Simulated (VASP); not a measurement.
## FeO (Wuestite): single point with RPBE

**Experimental background.**

“W\"ustite: Electric, thermodynamic and optical properties of FeO”, 2012, arxiv:1203.1201 quotes, for a bulk crystal of FeO: band gap 2.4 eV (optical).

Crystal: FeO (Wuestite).

```
CELL_PARAMETERS angstrom
0.00000 2.17681 2.17681
2.17681 0.00000 2.17681
2.17681 2.17681 0.00000
ATOMIC_POSITIONS crystal
Fe 0.00000 0.00000 0.00000
O 0.50000 0.50000 0.50000
```

```json
{
 "Program": "VASP 6.6.1",
 "Task": "single point",
 "Functional": "RPBE",
 "Potentials or basis": "VASP PAW PBE potentials, release 64 (Fe, O)",
 "Cutoff": "520 eV",
 "k mesh": "8 × 8 × 8",
 "Occupations": "fermi-dirac, width 0.05 eV",
 "Spin": "collinear spin, ferromagnetic start",
 "Starting moments": "[3.0, 0.0] μB"
}
```

The pressure is 0.1 GPa. The band gap on the k mesh is zero (filled and empty bands overlap) and the net moment is 4.00 μB per cell. The site moments are Fe +3.63; O +0.29 μB and the valence electrons inside the program's atomic spheres are Fe 6.67; O 4.99.

Levels at points of the mesh, in eV from the Fermi level:
Spin up:
```
           k point  band 6  band 7  band 8  band 9  band 10  band 11  band 12  band 13
(0.00, 0.00, 0.00)   -3.76   -3.73   -3.73   -3.73    -0.07    15.39    16.79    16.79
(0.50, 0.00, 0.00)   -3.18   -2.61   -0.51   -0.51     4.03     8.21    12.38    12.38
(0.50, 0.50, 0.00)   -3.40   -2.98   -2.92   -2.92     5.11     8.58    10.61    14.42
```
Spin down:
```
           k point  band 3  band 4  band 5  band 6  band 7  band 8
(0.00, 0.00, 0.00)   -3.19   -3.19   -0.70   -0.70   -0.70    0.25
(0.50, 0.00, 0.00)   -4.99   -4.99    0.36    0.36    0.56    2.69
(0.50, 0.50, 0.00)   -4.32   -4.32   -2.00    0.68    0.68    0.76
```

Run time: 27 s on 1 thread of Intel Xeon 8259CL, with other jobs on the host, peak memory 0.16 GiB.

A measured gap of FeO is 2.4 eV (optical; quoted in “W\"ustite: Electric, thermodynamic and optical properties of FeO”, 2012, arxiv:1203.1201); the calculated 0.00 eV misses it by -2.40 eV. So large a miss can be the level of theory's own, or it may mean another phase, state or a wrong row. The value is that of RPBE on a finite k mesh, which can miss the band edges, without temperature or zero-point motion. Semilocal functionals fall short of measured gaps as a rule. The run's magnetic order (collinear spin, ferromagnetic start) needn't be the measured crystal's.

Caveat: the PAW data sets were made with another functional, which shifts forces and pressure a little; a cell with one magnetic atom can't hold antiferromagnetic order, which such compounds often take; semilocal functionals often make such compounds metallic where correlation or magnetic order opens a gap, which also shifts bond lengths.
